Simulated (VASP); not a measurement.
# MgCd3Se4 (P-43m) in VASP: a series of runs

Runs on MgCd3Se4. Level: PBE. Tasks: single point.

Everything below comes from runs of VASP 6.6.1. Logs are shortened: lines on timing, memory, paths and dates and some standing lists are left out, and cuts for length are marked.

### Step 1. The cell of the first run

Symmetry: P-43m, No. 215, cubic system. Conventional cell: a = 6.156 Å, b = 6.156 Å, c = 6.156 Å, α = 90.00°, β = 90.00°, γ = 90.00°. Mg (site symmetry -43m) has 4 Se at 2.61 Å within 3.4 Å. Cd (site symmetry -42m) has 4 Se at 2.69 Å within 3.5 Å. Se (site symmetry 3m) has 1 Mg at 2.61 Å and 3 Cd at 2.69 Å within 3.4 Å.

### Step 2. Single point, PBE

File INCAR:

```
SYSTEM = MgCd3Se4
PREC = Accurate ; ENCUT = 600
EDIFF = 1E-6 ; ISMEAR = 0
SIGMA = 0.15 ; LREAL = .False.
LASPH = .True. ; NELM = 120
ALGO = Normal ; ISIF = 2
LWAVE = .False. ; LCHARG = .True.
GGA = PE ; LELF = .True.
LVHAR = .True. ; NBANDS = 41
GGA_COMPAT = .False.
```

File KPOINTS:

```
regular mesh
0
Gamma
  2 2 2
  0 0 0
```

File POSCAR:

```
MgCd3Se4
1.0
    6.1560949593      0.0000000000      0.0000000000
    0.0000000000      6.1560949593      0.0000000000
    0.0000000000      0.0000000000      6.1560949593
Mg Cd Se
1 3 4
Direct
    0.0000000000      0.0000000000      0.0000000000
    0.5000000000      0.0000000000      0.5000000000
    0.0000000000      0.5000000000      0.5000000000
    0.5000000000      0.5000000000      0.0000000000
    0.7555141768      0.7555141768      0.2444858232
    0.7555141768      0.2444858232      0.7555141768
    0.2444858232      0.7555141768      0.7555141768
    0.2444858232      0.2444858232      0.2444858232
```

Potentials or basis: VASP PAW PBE potentials, release 64 (Mg, Cd, Se).

On the command line:

```bash
> cat potpaw_PBE.64/Mg/POTCAR potpaw_PBE.64/Cd/POTCAR potpaw_PBE.64/Se/POTCAR > POTCAR
> mpirun -np 1 vasp_std > vasp.out
```

OUTCAR:

```text
SYSTEM = MgCd3Se4
   PREC = Accurate
   ENCUT = 600
   EDIFF = 1E-6
   ISMEAR = 0
   LREAL = .False.
   LASPH = .True.
   NELM = 120
   ISIF = 2
   GGA = PE

 ion  position               nearest neighbor table
   1  0.000  0.000  0.000-   5 2.61   6 2.61   7 2.61   8 2.61
   2  0.500  0.000  0.500-   5 2.69   6 2.69   7 2.69   8 2.69
   3  0.000  0.500  0.500-   5 2.69   6 2.69   7 2.69   8 2.69
   4  0.500  0.500  0.000-   5 2.69   6 2.69   7 2.69   8 2.69
   5  0.756  0.756  0.244-   1 2.61   2 2.69   3 2.69   4 2.69
   6  0.756  0.244  0.756-   1 2.61   2 2.69   3 2.69   4 2.69
   7  0.244  0.756  0.756-   1 2.61   2 2.69   3 2.69   4 2.69
   8  0.244  0.244  0.244-   1 2.61   2 2.69   3 2.69   4 2.69

  LATTYP: Found a simple cubic cell.
 ALAT       =     6.1560949593

  Lattice vectors:

 A1 = (   6.1560949593,   0.0000000000,   0.0000000000)
 A2 = (   0.0000000000,   6.1560949593,   0.0000000000)
 A3 = (   0.0000000000,   0.0000000000,   6.1560949593)

Analysis of symmetry for initial positions (statically):
=====================================================================
 Subroutine PRICEL returns:
 Original cell was already a primitive cell.

 Routine SETGRP: Setting up the symmetry group for a
 simple cubic supercell.

 Subroutine GETGRP returns: Found 24 space group operations
 (whereof 24 operations were pure point group operations)
 out of a pool of 48 trial point group operations.

The static configuration has the point symmetry T_d .

Analysis of symmetry for dynamics (positions and initial velocities):
=====================================================================
 Subroutine PRICEL returns:
 Original cell was already a primitive cell.

 Routine SETGRP: Setting up the symmetry group for a
 simple cubic supercell.

 Subroutine GETGRP returns: Found 24 space group operations
 (whereof 24 operations were pure point group operations)
 out of a pool of 48 trial point group operations.

The dynamic configuration has the point symmetry T_d .

 Subroutine INISYM returns: Found 24 space group operations
 (whereof 24 operations are pure point group operations),
 and found     1 'primitive' translations

----------------------------------------------------------------------------------------

                                     Primitive cell

  volume of cell :     233.3006

  direct lattice vectors                    reciprocal lattice vectors
     6.156094959  0.000000000  0.000000000     0.162440639  0.000000000  0.000000000
     0.000000000  6.156094959  0.000000000     0.000000000  0.162440639  0.000000000
     0.000000000  0.000000000  6.156094959     0.000000000  0.000000000  0.162440639

  length of vectors
     6.156094959  6.156094959  6.156094959     0.162440639  0.162440639  0.162440639

  position of ions in fractional coordinates (direct lattice)
     0.000000000  0.000000000  0.000000000
     0.500000000  0.000000000  0.500000000
     0.000000000  0.500000000  0.500000000
     0.500000000  0.500000000  0.000000000
     0.755514177  0.755514177  0.244485823
     0.755514177  0.244485823  0.755514177
     0.244485823  0.755514177  0.755514177
     0.244485823  0.244485823  0.244485823

  ion indices of the primitive-cell ions
   primitive index   ion index
                 1           1
                 2           2
                 3           3
                 4           4
                 5           5
                 6           6
                 7           7
                 8           8

----------------------------------------------------------------------------------------

 KPOINTS: regular mesh

Automatic generation of k-mesh.
 Grid dimensions read from file:
 generate k-points for:    2    2    2

 Generating k-lattice:

  Cartesian coordinates                     Fractional coordinates (reciprocal lattice)
     0.081220320  0.000000000  0.000000000     0.500000000  0.000000000  0.000000000
     0.000000000  0.081220320  0.000000000     0.000000000  0.500000000  0.000000000
     0.000000000  0.000000000  0.081220320     0.000000000  0.000000000  0.500000000

  Length of vectors
     0.081220320  0.081220320  0.081220320

  Shift w.r.t. Gamma in fractional coordinates (k-lattice)
     0.000000000  0.000000000  0.000000000

 Subroutine IBZKPT returns following result:
 ===========================================

 Found      4 irreducible k-points:

 Following reciprocal coordinates:
            Coordinates               Weight
  0.000000  0.000000  0.000000      1.000000
  0.500000  0.000000  0.000000      3.000000
  0.500000  0.500000  0.000000      3.000000
  0.500000  0.500000  0.500000      1.000000
   k-points           NKPTS =      4   k-points in BZ     NKDIM =      4   number of bands    NBANDS=     41
   number of dos      NEDOS =    301   number of ions     NIONS =      8
   total plane-waves  NPLWV = 125000
   dimension x,y,z NGX =    50 NGY =   50 NGZ =   50
   dimension x,y,z NGXF=   100 NGYF=  100 NGZF=  100
   ions per type =               1   3   4
   NGX,Y,Z   is equivalent  to a cutoff of  13.50, 13.50, 13.50 a.u.
   NGXF,Y,Z  is equivalent  to a cutoff of  27.01, 27.01, 27.01 a.u.
 SYSTEM =  MgCd3Se4
   PREC   = accura    normal or accurate (medium, high low for compatibility)
   ISTART =      0    job   : 0-new  1-cont  2-samecut
   ICHARG =      2    charge: 1-file 2-atom 10-const
   ISPIN  =      1    spin polarized calculation?
   LNONCOLLINEAR =      F non collinear calculations
   LSORBIT =      F    spin-orbit coupling
   LASPH  =      T    aspherical Exc in radial PAW
   ENCUT  =  600.0 eV  44.10 Ry    6.64 a.u.  12.30 12.30 12.30*2*pi/ulx,y,z
   NELM   =    120;   NELMIN=  2; NELMDL= -5     # of ELM steps
   EDIFF  = 0.1E-05   stopping-criterion for ELM
   LREAL  =      F    real-space projection
   EDIFFG = 0.1E-04   stopping-criterion for IOM
   NSW    =      0    number of steps for IOM
   IBRION =     -1    ionic relax: 0-MD 1-quasi-New 2-CG
   NFREE  =      0    steps in history (QN), initial steepest desc. (CG)
   ISIF   =      2    stress and relaxation
   ISYM   =      2    0-nonsym 1-usesym 2-fastsym
   POTIM  = 0.5000    time-step for ionic-motion
   TEBEG  =    0.0;   TEEND  =   0.0 temperature during run
   PSTRESS=    0.0 pullay stress
   NELECT =      62.0000    total number of electrons
   NUPDOWN=      -1.0000    fix difference up-down
   EMIN   =  10.00;   EMAX   =-10.00  energy-range for DOS
   EFERMI =   0.00;   METHOD = LEGACY
   ISMEAR =     0;   SIGMA  =   0.15  broadening in eV -4-tet -1-fermi 0-gaus
   EFERMI_NEDOS =   21; number of points for ismear=-14 and -15
   IALGO  =     38    algorithm
   IMIX   =      4    mixing-type and parameters
     AMIX     =   0.40;   BMIX     =  1.00
     AMIX_MAG =   1.60;   BMIX_MAG =  1.00
  volume/ion in A,a.u.               =      29.16       196.80
  Fermi-wavevector in a.u.,A,eV,Ry     =   1.052527  1.988988 15.072724  1.107814
  Thomas-Fermi vector in A             =   2.187614
   LORBIT       =      0    0 simple, 1 ext, 2 COOP (PROOUT), +10 PAW based schemes
   GGA     = PE    functional components
   LHFCALC =     F    Hartree Fock is set to
   AEXX    =    0.0000 exact exchange contribution
   IVDW    =     0    specifies the selected vdW correction
   LEPSILON=     F    determine dielectric tensor
   LRPA    =     F    only Hartree local field effects (RPA)
 non-spin polarized calculation
 Gauss-broadening in eV      SIGMA  =   0.15
  energy-cutoff  :      600.00
  volume of cell :      233.30
 maximum number of plane-waves:      7809
 NGX is ok and might be reduce to    50
   NGX = 25   NGY = 25   NGZ = 25

 number of electron      62.0000013 magnetization

 Free energy of the ion-electron system (eV)
  ---------------------------------------------------
  ext. energy  EPLUGINS =         0.00000000
  ---------------------------------------------------
  free energy    TOTEN  =       -23.82341231 eV

  energy without entropy =      -23.82341092  energy(sigma->0) =      -23.82341161

 E-fermi :   0.9931     XC(G=0):  -8.4810

 val. band max:        0.5023428184   @ k =   0.0000   0.0000   0.0000
 cond. band min:       1.4591880865   @ k =   0.0000   0.0000   0.0000
 fundamental gap:      0.9568452682
 Fermi energy:         0.9931241534

 k-point     1 :       0.0000    0.0000    0.0000
  band No.  band energies     occupation
      1     -11.5703      2.00000
      2     -11.0858      2.00000
      3     -11.0858      2.00000
      4     -11.0858      2.00000
      5      -7.0621      2.00000
      6      -7.0621      2.00000
[... 33 lines left out ...]
     40       6.6825      0.00000
     41       6.6825      0.00000

 k-point     2 :       0.5000    0.0000    0.0000
  band No.  band energies     occupation
      1     -11.3555      2.00000
      2     -11.3065      2.00000
      3     -11.0861      2.00000
      4     -11.0861      2.00000
      5      -7.0223      2.00000
      6      -7.0223      2.00000
[... 33 lines left out ...]
     40       7.1020      0.00000
     41       7.1020      0.00000

 k-point     3 :       0.5000    0.5000    0.0000
  band No.  band energies     occupation
      1     -11.2426      2.00000
      2     -11.1991      2.00000
      3     -11.1991      2.00000
      4     -11.1865      2.00000
      5      -7.0266      2.00000
      6      -7.0151      2.00000
[... 33 lines left out ...]
     40       6.9430      0.00000
     41       6.9761      0.00000

 k-point     4 :       0.5000    0.5000    0.5000
  band No.  band energies     occupation
      1     -11.2317      2.00000
      2     -11.1929      2.00000
      3     -11.1929      2.00000
      4     -11.1929      2.00000
      5      -7.0378      2.00000
      6      -7.0378      2.00000
[... 33 lines left out ...]
     40       7.1229      0.00000
     41       7.1585      0.00000

------------------------ aborting loop because EDIFF is reached ----------------------------------------

  FORCE on cell =-STRESS in cart. coord.  units (eV):
  Direction    XX          YY          ZZ          XY          YZ          ZX
  --------------------------------------------------------------------------------------
  -------------------------------------------------------------------------------------
  Total        0.0014598      0.0014598      0.0014598     -0.0000000      0.0000000      0.0000000
  in kB        0.0100252      0.0100252      0.0100252     -0.0000000      0.0000000      0.0000000
  external PRESSURE =       0.0100252 kB  Pullay stress =       0.0000000 kB

 VOLUME and BASIS-vectors are now :
 -----------------------------------------------------------------------------
  energy-cutoff  :      600.00
  volume of cell :      233.30
      direct lattice vectors                 reciprocal lattice vectors
     6.156094959  0.000000000  0.000000000     0.162440639  0.000000000  0.000000000
     0.000000000  6.156094959  0.000000000     0.000000000  0.162440639  0.000000000
     0.000000000  0.000000000  6.156094959     0.000000000  0.000000000  0.162440639

 POSITION                                       TOTAL-FORCE (eV/Angst)
 -----------------------------------------------------------------------------------
      0.00000      0.00000      0.00000         0.000000     -0.000000     -0.000000
      3.07805      0.00000      3.07805         0.000000     -0.000000     -0.000000
      0.00000      3.07805      3.07805         0.000000     -0.000000     -0.000000
      3.07805      3.07805      0.00000         0.000000     -0.000000     -0.000000
      4.65102      4.65102      1.50508         0.011237      0.011237     -0.011237
      4.65102      1.50508      4.65102         0.011237     -0.011237      0.011237
      1.50508      4.65102      4.65102        -0.011237      0.011237      0.011237
      1.50508      1.50508      1.50508        -0.011237     -0.011237     -0.011237
 -----------------------------------------------------------------------------------
    total drift:                               -0.000000     -0.000000      0.000000

  FREE ENERGIE OF THE ION-ELECTRON SYSTEM (eV)
  ---------------------------------------------------
  free  energy   TOTEN  =       -23.8234123063 eV

  energy  without entropy=      -23.8234109157  energy(sigma->0) =      -23.82341161
```

Run time: 31 s. Hardware: 1 thread of Intel Xeon 6975P-C (Granite Rapids), shared host; peak memory 0.35 GiB.

What came out:

| Item | Value |
| --- | --- |
| Free energy | -23.8234 eV |
| Pressure | 0.0 GPa |
| Largest force | 0.019 eV/Å |
| Band gap on the k mesh | 0.96 eV |

Forces on the atoms (eV/Å):
```
Mg   0.000  0.000  0.000
Cd   0.000  0.000  0.000
Cd   0.000  0.000  0.000
Cd   0.000  0.000  0.000
Se   0.011  0.011 -0.011
Se   0.011 -0.011  0.011
Se  -0.011  0.011  0.011
Se  -0.011 -0.011 -0.011
```

Levels at points of the mesh, in eV from the valence-band top:
| k point | band 27 | band 28 | band 29 | band 30 | band 31 | band 32 | band 33 | band 34 | band 35 | band 36 |
| --- | --- | --- | --- | --- | --- | --- | --- | --- | --- | --- |
| (0.00, 0.00, 0.00) | -1.49 | -1.49 | 0.00 | 0.00 | 0.00 | 0.96 | 3.33 | 3.33 | 3.33 | 3.55 |
| (0.50, 0.00, 0.00) | -1.81 | -0.95 | -0.95 | -0.72 | -0.72 | 3.42 | 3.43 | 4.42 | 4.43 | 4.95 |
| (0.50, 0.50, 0.00) | -1.73 | -0.68 | -0.68 | -0.65 | -0.40 | 3.71 | 3.83 | 3.83 | 4.74 | 5.69 |
| (0.50, 0.50, 0.50) | -0.50 | -0.50 | -0.48 | -0.48 | -0.48 | 2.48 | 2.48 | 2.48 | 3.52 | 6.17 |

Caveat: the k points lie up to 0.51 Å⁻¹ apart.

### Step 3. Single point, PBE

This run uses another cell than the first one, of 31.86 Å³/atom.

File INCAR:

```
SYSTEM = MgCd3Se4
PREC     = Accurate       ! precision mode
ENCUT    = 600            ! plane-wave cutoff, eV
EDIFF    = 1E-6           ! SCF threshold, eV
ISMEAR   = 0              ! smearing method
SIGMA    = 0.15           ! smearing width, eV
LREAL    = .FALSE.        ! projectors in reciprocal space
LASPH    = .TRUE.         ! aspherical terms in the spheres
NELM     = 120            ! most SCF steps
ALGO     = Normal         ! electronic algorithm
ISIF     = 2              ! what is computed and relaxed
LWAVE    = .FALSE.        ! write WAVECAR
LCHARG   = .TRUE.         ! write CHGCAR
GGA      = PE             ! functional
LELF     = .TRUE.         ! ELF
LVHAR    = .TRUE.       
NBANDS   = 41             ! bands
GGA_COMPAT= .FALSE.
```

File KPOINTS:

```
regular mesh
0
G
  2 2 2
  0 0 0
```

File POSCAR:

```
MgCd3Se4
1.0
    6.3400717279      0.0000000000      0.0000000000
    0.0000000000      6.3400717279      0.0000000000
    0.0000000000      0.0000000000      6.3400717279
Mg Cd Se
1 3 4
Direct
    0.5000000000      0.5000000000      0.5000000000
    0.0000000000      0.5000000000      0.5000000000
    0.5000000000      0.0000000000      0.5000000000
    0.5000000000      0.5000000000      0.0000000000
    0.2610629425      0.2610629425      0.2610629425
    0.2610629425      0.7389370575      0.7389370575
    0.7389370575      0.7389370575      0.2610629425
    0.7389370575      0.2610629425      0.7389370575
```

Potentials or basis: VASP PAW PBE potentials, release 64 (Mg, Cd, Se).

On the command line:

```bash
> cat potpaw_PBE.64/Mg/POTCAR potpaw_PBE.64/Cd/POTCAR potpaw_PBE.64/Se/POTCAR > POTCAR
> mpirun -np 1 vasp_std > vasp.out
```

It took 40 s on 1 thread of Intel Xeon 6975P-C (Granite Rapids), shared host; peak memory 0.43 GiB.

Results (log left out):

```
Free energy            : -23.0722 eV
Pressure               : 0.5 GPa
Largest force          : 0.083 eV/Å
Band gap on the k mesh : 1.09 eV
```

Forces on the atoms (eV/Å):
```
Mg   0.000  0.000  0.000
Cd   0.000  0.000  0.000
Cd   0.000  0.000  0.000
Cd   0.000  0.000  0.000
Se  -0.048 -0.048 -0.048
Se  -0.048  0.048  0.048
Se   0.048  0.048 -0.048
Se   0.048 -0.048  0.048
```

Levels at points of the mesh, in eV from the valence-band top:
```tsv
k point	band 29	band 30	band 31	band 32	band 33	band 34
(0.00, 0.00, 0.00)	0.00	0.00	0.00	1.09	3.50	3.50
(0.50, 0.00, 0.00)	-0.95	-0.38	-0.38	2.94	3.70	4.33
(0.50, 0.50, 0.00)	-0.51	-0.51	-0.42	3.46	3.46	4.02
(0.50, 0.50, 0.50)	-0.40	-0.40	-0.40	2.51	2.51	2.51
```

Caveat: the k points lie up to 0.50 Å⁻¹ apart.

(Part 1 of 2 ends here.)
